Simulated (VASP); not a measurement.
# Si (Fm-3m) in VASP: single point with PBEsol

Aim: the single point of Si with PBEsol.

All numbers are computed with VASP 6.6.1; they aren't measurements. Logs are shortened: lines on timing, memory, paths and dates and some standing lists are left out, and cuts for length are marked.

**1. The cell of the first run**

Symmetry: Fm-3m, No. 225, cubic system. Conventional cell: a = 3.826 Å, b = 3.826 Å, c = 3.826 Å, α = 90.00°, β = 90.00°, γ = 90.00°. Si (site symmetry m-3m) has 12 Si at 2.71 Å within 3.6 Å.

**2. Single point, PBEsol**

INCAR reads:

```
SYSTEM = Si
PREC     = Accurate       ! precision mode
ENCUT    = 520            ! plane-wave cutoff, eV
EDIFF    = 1E-6           ! SCF threshold, eV
ISMEAR   = -1             ! smearing method
SIGMA    = 0.13605693000000002 ! smearing width, eV
LREAL    = .FALSE.        ! projectors in reciprocal space
LASPH    = .TRUE.         ! aspherical terms in the spheres
NELM     = 100            ! most SCF steps
ALGO     = Normal         ! electronic algorithm
ISIF     = 2              ! what is computed and relaxed
LWAVE    = .FALSE.        ! write WAVECAR
LCHARG   = .FALSE.        ! write CHGCAR
GGA      = PS             ! functional
NBANDS   = 8              ! bands
```

KPOINTS reads:

```
Automatic mesh
0
G
  15 15 15
  0 0 0
```

POSCAR reads:

```
Si
1.0
    0.0000000000      1.9129767277      1.9129767277
    1.9129767277      0.0000000000      1.9129767277
    1.9129767277      1.9129767277      0.0000000000
Si
1
Direct
    0.0000000000      0.0000000000      0.0000000000
```

Potentials or basis: VASP PAW PBE potentials, release 64 (Si).

Run with:

```bash
cat potpaw_PBE.64/Si/POTCAR > POTCAR
mpirun -np 1 vasp_std > vasp.out
```

OUTCAR:

```text
SYSTEM = Si
   PREC = Accurate
   ENCUT = 520
   EDIFF = 1E-6
   ISMEAR = -1
   LREAL = .FALSE.
   LASPH = .TRUE.
   NELM = 100
   ISIF = 2
   GGA = PS

 ion  position               nearest neighbor table
   1  0.000  0.000  0.000-

  LATTYP: Found a face centered cubic cell.
 ALAT       =     3.8259534554

  Lattice vectors:

 A1 = (   0.0000000000,   1.9129767277,   1.9129767277)
 A2 = (   1.9129767277,   0.0000000000,   1.9129767277)
 A3 = (   1.9129767277,   1.9129767277,   0.0000000000)

Analysis of symmetry for initial positions (statically):
=====================================================================
 Subroutine PRICEL returns:
 Original cell was already a primitive cell.

 Routine SETGRP: Setting up the symmetry group for a
 face centered cubic supercell.

 Subroutine GETGRP returns: Found 48 space group operations
 (whereof 48 operations were pure point group operations)
 out of a pool of 48 trial point group operations.

The static configuration has the point symmetry O_h .

Analysis of symmetry for dynamics (positions and initial velocities):
=====================================================================
 Subroutine PRICEL returns:
 Original cell was already a primitive cell.

 Routine SETGRP: Setting up the symmetry group for a
 face centered cubic supercell.

 Subroutine GETGRP returns: Found 48 space group operations
 (whereof 48 operations were pure point group operations)
 out of a pool of 48 trial point group operations.

The dynamic configuration has the point symmetry O_h .

 Subroutine INISYM returns: Found 48 space group operations
 (whereof 48 operations are pure point group operations),
 and found     1 'primitive' translations

----------------------------------------------------------------------------------------

                                     Primitive cell

  volume of cell :      14.0010

  direct lattice vectors                    reciprocal lattice vectors
     0.000000000  1.912976728  1.912976728    -0.261372756  0.261372756  0.261372756
     1.912976728  0.000000000  1.912976728     0.261372756 -0.261372756  0.261372756
     1.912976728  1.912976728  0.000000000     0.261372756  0.261372756 -0.261372756

  length of vectors
     2.705357633  2.705357633  2.705357633     0.452710894  0.452710894  0.452710894

  position of ions in fractional coordinates (direct lattice)
     0.000000000  0.000000000  0.000000000

  ion indices of the primitive-cell ions
   primitive index   ion index
                 1           1

----------------------------------------------------------------------------------------

 KPOINTS: Automatic mesh

Automatic generation of k-mesh.
 Grid dimensions read from file:
 generate k-points for:   15   15   15

 Generating k-lattice:

  Cartesian coordinates                     Fractional coordinates (reciprocal lattice)
    -0.017424850  0.017424850  0.017424850     0.066666667  0.000000000  0.000000000
     0.017424850 -0.017424850  0.017424850     0.000000000  0.066666667  0.000000000
     0.017424850  0.017424850 -0.017424850     0.000000000  0.000000000  0.066666667

  Length of vectors
     0.030180726  0.030180726  0.030180726

  Shift w.r.t. Gamma in fractional coordinates (k-lattice)
     0.000000000  0.000000000  0.000000000

 Subroutine IBZKPT returns following result:
 ===========================================

 Found    120 irreducible k-points:

 Following reciprocal coordinates:
            Coordinates               Weight
  0.000000  0.000000  0.000000      1.000000
  0.066667  0.000000  0.000000      8.000000
  0.133333  0.000000  0.000000      8.000000
  0.200000  0.000000  0.000000      8.000000
  0.266667  0.000000  0.000000      8.000000
  0.333333  0.000000  0.000000      8.000000
[... 16 lines left out ...]
  0.133333  0.133333  0.000000      6.000000
  0.200000  0.133333  0.000000     24.000000
 [... further k-points ...]
   k-points           NKPTS =    120   k-points in BZ     NKDIM =    120   number of bands    NBANDS=      8
   number of dos      NEDOS =    301   number of ions     NIONS =      1
   total plane-waves  NPLWV =   8000
   dimension x,y,z NGX =    20 NGY =   20 NGZ =   20
   dimension x,y,z NGXF=    40 NGYF=   40 NGZF=   40
   ions per type =               1
   NGX,Y,Z   is equivalent  to a cutoff of  12.29, 12.29, 12.29 a.u.
   NGXF,Y,Z  is equivalent  to a cutoff of  24.58, 24.58, 24.58 a.u.
 SYSTEM =  Si
   PREC   = accura    normal or accurate (medium, high low for compatibility)
   ISTART =      0    job   : 0-new  1-cont  2-samecut
   ICHARG =      2    charge: 1-file 2-atom 10-const
   ISPIN  =      1    spin polarized calculation?
   LNONCOLLINEAR =      F non collinear calculations
   LSORBIT =      F    spin-orbit coupling
   LASPH  =      T    aspherical Exc in radial PAW
   ENCUT  =  520.0 eV  38.22 Ry    6.18 a.u.   5.03  5.03  5.03*2*pi/ulx,y,z
   NELM   =    100;   NELMIN=  2; NELMDL= -5     # of ELM steps
   EDIFF  = 0.1E-05   stopping-criterion for ELM
   LREAL  =      F    real-space projection
   EDIFFG = 0.1E-04   stopping-criterion for IOM
   NSW    =      0    number of steps for IOM
   IBRION =     -1    ionic relax: 0-MD 1-quasi-New 2-CG
   NFREE  =      0    steps in history (QN), initial steepest desc. (CG)
   ISIF   =      2    stress and relaxation
   ISYM   =      2    0-nonsym 1-usesym 2-fastsym
   POTIM  = 0.5000    time-step for ionic-motion
   TEBEG  =    0.0;   TEEND  =   0.0 temperature during run
   PSTRESS=    0.0 pullay stress
   NELECT =       4.0000    total number of electrons
   NUPDOWN=      -1.0000    fix difference up-down
   EMIN   =  10.00;   EMAX   =-10.00  energy-range for DOS
   EFERMI =   0.00;   METHOD = LEGACY
   ISMEAR =    -1;   SIGMA  =   0.14  broadening in eV -4-tet -1-fermi 0-gaus
   EFERMI_NEDOS =   21; number of points for ismear=-14 and -15
   IALGO  =     38    algorithm
   IMIX   =      4    mixing-type and parameters
     AMIX     =   0.40;   BMIX     =  1.00
     AMIX_MAG =   1.60;   BMIX_MAG =  1.00
  volume/ion in A,a.u.               =      14.00        94.48
  Fermi-wavevector in a.u.,A,eV,Ry     =   1.078223  2.037545 15.817646  1.162564
  Thomas-Fermi vector in A             =   2.214156
   LORBIT       =      0    0 simple, 1 ext, 2 COOP (PROOUT), +10 PAW based schemes
   GGA     = PS    functional components
   LHFCALC =     F    Hartree Fock is set to
   AEXX    =    0.0000 exact exchange contribution
   IVDW    =     0    specifies the selected vdW correction
   LEPSILON=     F    determine dielectric tensor
   LRPA    =     F    only Hartree local field effects (RPA)
 non-spin polarized calculation
  energy-cutoff  :      520.00
  volume of cell :       14.00
 maximum number of plane-waves:       388
   NGX =  9   NGY =  9   NGZ =  9

 number of electron       4.0000000 magnetization

 Free energy of the ion-electron system (eV)
  ---------------------------------------------------
  ext. energy  EPLUGINS =         0.00000000
  ---------------------------------------------------
  free energy    TOTEN  =        -5.35336959 eV

  energy without entropy =       -5.32660905  energy(sigma->0) =       -5.33998932

 E-fermi :  10.5578     XC(G=0): -11.3787

 val. band max:       10.5434853845   @ k =  -0.4667   0.3333   0.0667
 cond. band min:      10.5972579127   @ k =   0.4667   0.3333   0.0000
 fundamental gap:      0.0537725282
 Fermi energy:        10.5578246408

 k-point     1 :       0.0000    0.0000    0.0000
  band No.  band energies     occupation
      1      -4.1996      2.00000
      2      22.0913      0.00000
      3      22.0913      0.00000
      4      22.0913      0.00000
      5      22.6179      0.00000
      6      22.6179      0.00000
      7      22.6179      0.00000
      8      28.0234      0.00000

 k-point     2 :       0.0667    0.0000    0.0000
  band No.  band energies     occupation
      1      -4.0673      2.00000
      2      19.7657      0.00000
      3      21.3152      0.00000
      4      21.3152      0.00000
      5      23.5594      0.00000
      6      23.5594      0.00000
      7      23.8110      0.00000
      8      28.9880      0.00000

 k-point     3 :       0.1333    0.0000    0.0000
  band No.  band energies     occupation
      1      -3.6707      2.00000
      2      16.8629      0.00000
      3      20.5259      0.00000
      4      20.5259      0.00000
      5      24.1079      0.00000
      6      24.6959      0.00000
      7      24.6959      0.00000
      8      27.9220      0.00000

 k-point     4 :       0.2000    0.0000    0.0000
  band No.  band energies     occupation
      1      -3.0115      2.00000
      2      13.9719      0.00000
      3      19.9393      0.00000
      4      19.9393      0.00000
      5      24.0403      0.00000
      6      24.9011      0.00000
      7      24.9011      0.00000
      8      27.9161      0.00000

 k-point     5 :       0.2667    0.0000    0.0000
  band No.  band energies     occupation
      1      -2.0925      2.00000
      2      11.2138      0.01598
      3      19.5605      0.00000
      4      19.5605      0.00000
      5      23.9496      0.00000
      6      23.9552      0.00000
      7      23.9552      0.00000
      8      29.3105      0.00000

 k-point     6 :       0.3333    0.0000    0.0000
  band No.  band energies     occupation
      1      -0.9176      2.00000
      2       8.6383      2.00000
      3      19.3778      0.00000
      4      19.3778      0.00000
      5      22.9061      0.00000
      6      22.9061      0.00000
      7      23.9506      0.00000
      8      28.1131      0.00000

 k-point     7 :       0.4000    0.0000    0.0000
  band No.  band energies     occupation
      1       0.5069      2.00000
      2       6.2722      2.00000
      3      19.3559      0.00000
      4      19.3559      0.00000
      5      22.0622      0.00000
      6      22.0622      0.00000
      7      24.0611      0.00000
      8      27.1546      0.00000
[... 133 lines left out ...]
 k-point    20 :      -0.2000    0.0667    0.0000
  band No.  band energies     occupation
      1      -2.6170      2.00000
      2      13.1311      0.00000
      3      17.6918      0.00000
      4      21.0522      0.00000
      5      23.6692      0.00000
      6      24.6745      0.00000
      7      25.1804      0.00000
      8      26.9104      0.00000

 k-point    21 :      -0.1333    0.0667    0.0000
  band No.  band energies     occupation
      1      -3.3628      2.00000
      2      15.9661      0.00000
      3      18.1964      0.00000
      4      21.6592      0.00000
      5      23.8142      0.00000
      6      24.6281      0.00000
      7      25.8525      0.00000
      8      26.4329      0.00000

 k-point    22 :      -0.0667    0.0667    0.0000
  band No.  band energies     occupation
      1      -3.8468      2.00000
      2      18.7110      0.00000
      3      19.0399      0.00000
      4      22.1828      0.00000
      5      22.9595      0.00000
      6      24.2611      0.00000
      7      25.1328      0.00000
      8      27.5844      0.00000

 k-point    23 :       0.1333    0.1333    0.0000
  band No.  band energies     occupation
      1      -3.4946      2.00000
      2      18.4692      0.00000
      3      18.4692      0.00000
      4      19.9831      0.00000
      5      20.6205      0.00000
      6      24.4720      0.00000
      7      27.0990      0.00000
      8      27.0990      0.00000

 k-point    24 :       0.2000    0.1333    0.0000
  band No.  band energies     occupation
      1      -3.0113      2.00000
      2      16.2063      0.00000
      3      17.7476      0.00000
      4      19.6139      0.00000
      5      20.7250      0.00000
      6      23.1386      0.00000
      7      27.8266      0.00000
      8      28.0763      0.00000

 [... further k-points ...]
[... 5 lines left out ...]
  --------------------------------------------------------------------------------------
  -------------------------------------------------------------------------------------
  Total        0.0455936      0.0455936      0.0455936      0.0000000      0.0000000     -0.0000000
  in kB        5.2174204      5.2174204      5.2174204      0.0000000      0.0000000     -0.0000000
  external PRESSURE =       5.2174204 kB  Pullay stress =       0.0000000 kB

 VOLUME and BASIS-vectors are now :
 -----------------------------------------------------------------------------
  energy-cutoff  :      520.00
  volume of cell :       14.00
      direct lattice vectors                 reciprocal lattice vectors
     0.000000000  1.912976728  1.912976728    -0.261372756  0.261372756  0.261372756
     1.912976728  0.000000000  1.912976728     0.261372756 -0.261372756  0.261372756
     1.912976728  1.912976728  0.000000000     0.261372756  0.261372756 -0.261372756

 POSITION                                       TOTAL-FORCE (eV/Angst)
 -----------------------------------------------------------------------------------
      0.00000      0.00000      0.00000         0.000000      0.000000      0.000000
 -----------------------------------------------------------------------------------
    total drift:                               -0.000000      0.000000      0.000000

  FREE ENERGIE OF THE ION-ELECTRON SYSTEM (eV)
  ---------------------------------------------------
  free  energy   TOTEN  =        -5.3533695942 eV

  energy  without entropy=       -5.3266090514  energy(sigma->0) =       -5.33998932
```

It took 5.2 s on 1 thread of AMD EPYC 9R45 (Zen 5), shared host; peak memory 0.09 GiB.

Results:

```yaml
Free_energy: -5.3534 eV
Pressure: 0.5 GPa
Band_gap_on_the_k_mesh: zero (band 2 reaches 22.09 eV, above the bottom of band 3 at 7.56 eV)
```

Caveat: the PAW data sets were made with another functional, which shifts forces and pressure a little.
